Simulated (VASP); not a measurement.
## Rh: single point with r2SCAN

Crystal: Rh.

```xyz
2
Lattice="2.7310 0.0000 0.0000 -1.3655 2.3651 0.0000 0.0000 0.0000 4.4285" Properties=species:S:1:pos:R:3 pbc="T T T"
Rh    1.3655    0.7884    3.3214
Rh    0.0000    1.5767    1.1071
```

```yaml
Program: VASP 6.6.1
Task: single point
Functional: r2SCAN
Potentials_or_basis: VASP PAW PBE potentials, release 64 (Rh_pv)
Cutoff: 520 eV
k_mesh: 7 × 7 × 4
Occupations: fermi-dirac, width 0.1 eV
Spin: no spin polarisation
Dipole_correction: no
Further_INCAR_settings: ALGO = Normal; EDIFF = 1e-07; NBANDS = 22
```

```yaml
Pressure: -9.1 GPa
Band_gap_on_the_k_mesh: zero (band 15 reaches 11.59 eV, above the bottom of band 16 at 9.55 eV)
```

Stress tensor (GPa, compression positive):
```
-10.06   0.00   0.00
  0.00 -10.06   0.00
  0.00   0.00  -7.17
```

Levels at points of the mesh, in eV from the Fermi level:
```csv
k point,band 11,band 12,band 13,band 14,band 15,band 16,band 17,band 18,band 19,band 20
"(0.00, 0.00, 0.00)",-2.98,-2.49,-2.49,-1.86,-1.86,0.13,0.13,0.91,8.63,16.65
"(0.00, 0.00, 0.50)",-3.08,-3.08,-3.08,-3.08,-0.44,-0.44,-0.44,-0.44,15.33,15.33
```

It took 48 s on 1 thread of AMD EPYC 7R13 Processor (Zen 3), on a shared host, peak memory 0.12 GiB.

Caveat: the k points lie up to 0.38 Å⁻¹ apart; the PAW data sets were made with another functional, which shifts forces and pressure a little.
